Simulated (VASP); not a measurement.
# Pt (Im-3m) in VASP: further runs

The runs below take Pt through single point, relaxation of cell and atoms, with r2SCAN.

Program: VASP 6.6.1. These are calculated values, not measurements. Logs are shortened: lines on timing, memory, paths and dates and some standing lists are left out, and cuts for length are marked.

## 1. The cell of the first run

Symmetry: Im-3m, No. 229, cubic system. The conventional cell has a = 3.141 Å, b = 3.141 Å, c = 3.141 Å, α = 90.00°, β = 90.00°, γ = 90.00°. Pt (site symmetry m-3m) has 14 Pt at 2.72 to 3.14 Å within 3.6 Å.

## 2. Single point, r2SCAN

POSCAR reads:

```
Pt
1.0
   -1.5704377197      1.5704377197      1.5704377197
    1.5704377197     -1.5704377197      1.5704377197
    1.5704377197      1.5704377197     -1.5704377197
Pt
1
Direct
    0.0000000000      0.0000000000      0.0000000000
```

INCAR.step1 reads:

```
SYSTEM = Pt
PREC = Accurate
ENCUT = 520
ISMEAR = -1
SIGMA = 0.1
LREAL = .False.
LASPH = .True.
NELM = 60
NBANDS = 11
GGA = PE
ALGO = Normal
EDIFF = 1E-4
LWAVE = .True.
LCHARG = .False.
```

INCAR.step2 reads:

```
SYSTEM = Pt
PREC = Accurate
ENCUT = 520
EDIFF = 1E-7
ISMEAR = -1
SIGMA = 0.1
LREAL = .False.
LASPH = .True.
NELM = 60
ALGO = Normal
ISIF = 2
LWAVE = .False.
LCHARG = .False.
METAGGA = R2SCAN
LMIXTAU = .True.
NBANDS = 11
ISTART = 1
```

KPOINTS reads:

```
Automatic mesh
0
Gamma
  23 23 23
  0 0 0
```

Potentials or basis: VASP PAW PBE potentials, release 64 (Pt).

Run with:

```sh
$ cat potpaw_PBE.64/Pt/POTCAR > POTCAR
$ cp INCAR.step1 INCAR
$ mpirun -np 1 vasp_std > vasp.out
$ cp INCAR.step2 INCAR
$ mpirun -np 1 vasp_std > vasp.out
```

OUTCAR:

```text
SYSTEM = Pt
   PREC = Accurate
   ENCUT = 520
   EDIFF = 1E-7
   ISMEAR = -1
   LREAL = .False.
   LASPH = .True.
   NELM = 60
   ISIF = 2
   METAGGA = R2SCAN
   ISTART = 1

 ion  position               nearest neighbor table
   1  0.000  0.000  0.000-

  LATTYP: Found a body centered cubic cell.
 ALAT       =     3.1408754394

  Lattice vectors:

 A1 = (  -1.5704377197,   1.5704377197,   1.5704377197)
 A2 = (   1.5704377197,  -1.5704377197,   1.5704377197)
 A3 = (   1.5704377197,   1.5704377197,  -1.5704377197)

Analysis of symmetry for initial positions (statically):
=====================================================================
 Subroutine PRICEL returns:
 Original cell was already a primitive cell.

 Routine SETGRP: Setting up the symmetry group for a
 body centered cubic supercell.

 Subroutine GETGRP returns: Found 48 space group operations
 (whereof 48 operations were pure point group operations)
 out of a pool of 48 trial point group operations.

The static configuration has the point symmetry O_h .

Analysis of symmetry for dynamics (positions and initial velocities):
=====================================================================
 Subroutine PRICEL returns:
 Original cell was already a primitive cell.

 Routine SETGRP: Setting up the symmetry group for a
 body centered cubic supercell.

 Subroutine GETGRP returns: Found 48 space group operations
 (whereof 48 operations were pure point group operations)
 out of a pool of 48 trial point group operations.

The dynamic configuration has the point symmetry O_h .

 Subroutine INISYM returns: Found 48 space group operations
 (whereof 48 operations are pure point group operations),
 and found     1 'primitive' translations

----------------------------------------------------------------------------------------

                                     Primitive cell

  volume of cell :      15.4925

  direct lattice vectors                    reciprocal lattice vectors
    -1.570437720  1.570437720  1.570437720     0.000000000  0.318382572  0.318382572
     1.570437720 -1.570437720  1.570437720     0.318382572  0.000000000  0.318382572
     1.570437720  1.570437720 -1.570437720     0.318382572  0.318382572  0.000000000

  length of vectors
     2.720077921  2.720077921  2.720077921     0.450260951  0.450260951  0.450260951

  position of ions in fractional coordinates (direct lattice)
     0.000000000  0.000000000  0.000000000

  ion indices of the primitive-cell ions
   primitive index   ion index
                 1           1

----------------------------------------------------------------------------------------

 KPOINTS: Automatic mesh

Automatic generation of k-mesh.
 Grid dimensions read from file:
 generate k-points for:   23   23   23

 Generating k-lattice:

  Cartesian coordinates                     Fractional coordinates (reciprocal lattice)
     0.000000000  0.013842721  0.013842721     0.043478261  0.000000000  0.000000000
     0.013842721  0.000000000  0.013842721     0.000000000  0.043478261  0.000000000
     0.013842721  0.013842721  0.000000000     0.000000000  0.000000000  0.043478261

  Length of vectors
     0.019576563  0.019576563  0.019576563

  Shift w.r.t. Gamma in fractional coordinates (k-lattice)
     0.000000000  0.000000000  0.000000000

 Subroutine IBZKPT returns following result:
 ===========================================

 Found    364 irreducible k-points:

 Following reciprocal coordinates:
            Coordinates               Weight
  0.000000  0.000000  0.000000      1.000000
  0.043478  0.000000  0.000000     12.000000
  0.086957  0.000000  0.000000     12.000000
  0.130435  0.000000  0.000000     12.000000
  0.173913  0.000000  0.000000     12.000000
  0.217391  0.000000  0.000000     12.000000
[... 16 lines left out ...]
  0.478261  0.043478  0.000000     24.000000
  0.086957  0.086957  0.000000     24.000000
 [... further k-points ...]
   k-points           NKPTS =    364   k-points in BZ     NKDIM =    364   number of bands    NBANDS=     11
   number of dos      NEDOS =    301   number of ions     NIONS =      1
   total plane-waves  NPLWV =   8000
   dimension x,y,z NGX =    20 NGY =   20 NGZ =   20
   dimension x,y,z NGXF=    40 NGYF=   40 NGZF=   40
   ions per type =               1
   NGX,Y,Z   is equivalent  to a cutoff of  12.22, 12.22, 12.22 a.u.
   NGXF,Y,Z  is equivalent  to a cutoff of  24.45, 24.45, 24.45 a.u.
 SYSTEM =  Pt
   PREC   = accura    normal or accurate (medium, high low for compatibility)
   ISTART =      1    job   : 0-new  1-cont  2-samecut
   ICHARG =      0    charge: 1-file 2-atom 10-const
   ISPIN  =      1    spin polarized calculation?
   LNONCOLLINEAR =      F non collinear calculations
   LSORBIT =      F    spin-orbit coupling
   LASPH  =      T    aspherical Exc in radial PAW
   ENCUT  =  520.0 eV  38.22 Ry    6.18 a.u.   5.06  5.06  5.06*2*pi/ulx,y,z
   NELM   =     60;   NELMIN=  2; NELMDL=  0     # of ELM steps
   EDIFF  = 0.1E-06   stopping-criterion for ELM
   LREAL  =      F    real-space projection
   EDIFFG = 0.1E-05   stopping-criterion for IOM
   NSW    =      0    number of steps for IOM
   IBRION =     -1    ionic relax: 0-MD 1-quasi-New 2-CG
   NFREE  =      0    steps in history (QN), initial steepest desc. (CG)
   ISIF   =      2    stress and relaxation
   ISYM   =      2    0-nonsym 1-usesym 2-fastsym
   POTIM  = 0.5000    time-step for ionic-motion
   TEBEG  =    0.0;   TEEND  =   0.0 temperature during run
   PSTRESS=    0.0 pullay stress
   NELECT =      10.0000    total number of electrons
   NUPDOWN=      -1.0000    fix difference up-down
   EMIN   =  10.00;   EMAX   =-10.00  energy-range for DOS
   EFERMI =   0.00;   METHOD = LEGACY
   ISMEAR =    -1;   SIGMA  =   0.10  broadening in eV -4-tet -1-fermi 0-gaus
   EFERMI_NEDOS =   21; number of points for ismear=-14 and -15
   IALGO  =     38    algorithm
   IMIX   =      4    mixing-type and parameters
     AMIX     =   0.40;   BMIX     =  1.00
     AMIX_MAG =   1.60;   BMIX_MAG =  1.00
  volume/ion in A,a.u.               =      15.49       104.55
  Fermi-wavevector in a.u.,A,eV,Ry     =   1.414819  2.673620 27.234943  2.001712
  Thomas-Fermi vector in A             =   2.536321
   LORBIT       =      0    0 simple, 1 ext, 2 COOP (PROOUT), +10 PAW based schemes
   METAGGA = R2SCAN    functional components
   LHFCALC =     F    Hartree Fock is set to
   AEXX    =    0.0000 exact exchange contribution
   IVDW    =     0    specifies the selected vdW correction
   LEPSILON=     F    determine dielectric tensor
   LRPA    =     F    only Hartree local field effects (RPA)
 non-spin polarized calculation
  energy-cutoff  :      520.00
  volume of cell :       15.49
 maximum number of plane-waves:       432
   NGX = 11   NGY = 11   NGZ = 11

 number of electron       9.9999997 magnetization

 Free energy of the ion-electron system (eV)
  ---------------------------------------------------
  ext. energy  EPLUGINS =         0.00000000
  ---------------------------------------------------
  free energy    TOTEN  =       -51.42495444 eV

  energy without entropy =      -51.39746855  energy(sigma->0) =      -51.41121149

 E-fermi :  10.3195     XC(G=0): -14.4149

 val. band max:       10.3124962990   @ k =  -0.3913   0.3913   0.2609
 cond. band min:      10.3329463016   @ k =  -0.3913   0.4783   0.0435
 fundamental gap:      0.0204500026
 Fermi energy:        10.3194920026

 k-point     1 :       0.0000    0.0000    0.0000
  band No.  band energies     occupation
      1       0.3618      2.00000
      2       6.5919      2.00000
      3       6.5919      2.00000
      4       6.5919      2.00000
      5       9.1672      1.99998
      6       9.1672      1.99998
      7      28.3962      0.00000
      8      28.3962      0.00000
      9      28.3962      0.00000
     10      39.0616      0.00000
     11      39.0616      0.00000

 k-point     2 :       0.0435    0.0000    0.0000
  band No.  band energies     occupation
      1       0.4440      2.00000
      2       6.5595      2.00000
      3       6.5926      2.00000
      4       6.6582      2.00000
      5       9.1244      1.99999
      6       9.1692      1.99998
      7      28.4375      0.00000
      8      28.4677      0.00000
      9      28.5165      0.00000
     10      37.4924      0.00000
     11      38.0037      0.00000

 k-point     3 :       0.0870    0.0000    0.0000
  band No.  band energies     occupation
      1       0.6863      2.00000
      2       6.4657      2.00000
      3       6.5912      2.00000
      4       6.8548      2.00000
      5       9.0122      2.00000
      6       9.1757      1.99998
      7      28.5292      0.00000
      8      28.6223      0.00000
      9      28.8722      0.00000
     10      36.0099      0.00000
     11      36.5104      0.00000

 k-point     4 :       0.1304    0.0000    0.0000
  band No.  band energies     occupation
      1       1.0747      2.00000
      2       6.3205      2.00000
      3       6.5810      2.00000
      4       7.1764      2.00000
      5       8.8734      2.00000
      6       9.1886      1.99998
      7      28.5642      0.00000
      8      28.6502      0.00000
      9      29.4476      0.00000
     10      34.8966      0.00000
     11      35.0694      0.00000
[... 239 lines left out ...]
 k-point    22 :       0.4348    0.0435    0.0000
  band No.  band energies     occupation
      1       3.4056      2.00000
      2       5.1192      2.00000
      3       8.9105      2.00000
      4       9.2968      1.99993
      5      10.2101      1.49813
      6      11.6852      0.00000
      7      17.6027      0.00000
      8      24.5236      0.00000
      9      27.1371      0.00000
     10      35.7036      0.00000
     11      36.4374      0.00000

 k-point    23 :       0.4783    0.0435    0.0000
  band No.  band energies     occupation
      1       3.3947      2.00000
      2       5.0950      2.00000
      3       8.9854      2.00000
      4       9.3098      1.99992
      5      10.4690      0.36643
      6      11.9070      0.00000
      7      17.0732      0.00000
      8      24.4187      0.00000
      9      26.9100      0.00000
     10      35.6600      0.00000
     11      36.6071      0.00000

 k-point    24 :       0.0870    0.0870    0.0000
  band No.  band energies     occupation
      1       1.3021      2.00000
      2       6.3220      2.00000
      3       6.4398      2.00000
      4       7.4199      2.00000
      5       8.7743      2.00000
      6       9.2293      1.99996
      7      28.4930      0.00000
      8      28.9551      0.00000
      9      29.3753      0.00000
     10      33.6489      0.00000
     11      35.3503      0.00000

 [... further k-points ...]
[... 5 lines left out ...]
  --------------------------------------------------------------------------------------
  -------------------------------------------------------------------------------------
  Total        0.0431389      0.0431389      0.0431389     -0.0000000      0.0000000      0.0000000
  in kB        4.4612589      4.4612589      4.4612589     -0.0000000      0.0000000      0.0000000
  external PRESSURE =       4.4612589 kB  Pullay stress =       0.0000000 kB

 VOLUME and BASIS-vectors are now :
 -----------------------------------------------------------------------------
  energy-cutoff  :      520.00
  volume of cell :       15.49
      direct lattice vectors                 reciprocal lattice vectors
    -1.570437720  1.570437720  1.570437720     0.000000000  0.318382572  0.318382572
     1.570437720 -1.570437720  1.570437720     0.318382572  0.000000000  0.318382572
     1.570437720  1.570437720 -1.570437720     0.318382572  0.318382572  0.000000000

 POSITION                                       TOTAL-FORCE (eV/Angst)
 -----------------------------------------------------------------------------------
      0.00000      0.00000      0.00000         0.000000      0.000000     -0.000000
 -----------------------------------------------------------------------------------
    total drift:                                0.000000      0.000000      0.000000

  FREE ENERGIE OF THE ION-ELECTRON SYSTEM (eV)
  ---------------------------------------------------
  free  energy   TOTEN  =       -51.4249544356 eV

  energy  without entropy=      -51.3974685530  energy(sigma->0) =      -51.41121149
```

It took 71 s on 1 thread of Intel Xeon 6975P-C (Granite Rapids), shared host; peak memory 0.17 GiB.

What came out:

| Item | Value |
| --- | --- |
| Free energy | -51.4250 eV |
| Pressure | 0.4 GPa |
| Band gap on the k mesh | zero (band 5 reaches 11.37 eV, above the bottom of band 6 at 9.01 eV) |

Caveat: the PAW data sets were made with another functional, which shifts forces and pressure a little; spin-orbit coupling is left out, which moves the levels of the heavy elements.

(Continued in part 2 of 3.)
